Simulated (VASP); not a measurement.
Runs of VASP 6.6.1 on PbS. The structure is that of space group Fm-3m (No. 225), or close to it. The cells are those of the table. 

| cell | k mesh | smearing | gap on the mesh (eV) | pressure (GPa) |
| --- | --- | --- | --- | --- |
| a = 4.073 Å, angles 120.0, 120.0, 90.0°, 2 atoms | 12 × 12 × 12 | gaussian 0.02 eV | (a) | 8.7 |
| a = 4.246 Å, angles 120.0, 120.0, 89.9°, 2 atoms | 6 × 6 × 6 | gaussian 0.1 eV | 0.50 | 0.1 |
| a = 4.118 Å, angles 120.0, 120.0, 90.0°, 2 atoms | 12 × 12 × 12 | gaussian 0.02 eV | (b) | 6.0 |
| a = 4.250 Å, angles 120.0, 120.0, 90.0°, 2 atoms | 12 × 12 × 12 | gaussian 0.02 eV | 0.51 | -0.1 |
| a = 4.163 Å, angles 120.0, 120.0, 90.0°, 2 atoms | 12 × 12 × 12 | gaussian 0.02 eV | 0.28 | 3.6 |
| a = 4.207 Å, angles 120.0, 120.0, 90.0°, 2 atoms | 12 × 12 × 12 | gaussian 0.02 eV | 0.40 | 1.6 |

Alike in all rows: task single point; level PBE; potentials or basis VASP PAW PBE potentials, release 64 (Pb_d, S); no spin polarisation; cutoff (eV) 520.

**Question.** Fill in the values left out.

**Answer.** (a) 0.01; (b) 0.14.

Caveats: spin-orbit coupling is left out, which moves the levels of the heavy elements.

A k mesh can miss the band edges, and the runs leave out spin-orbit coupling on Pb.
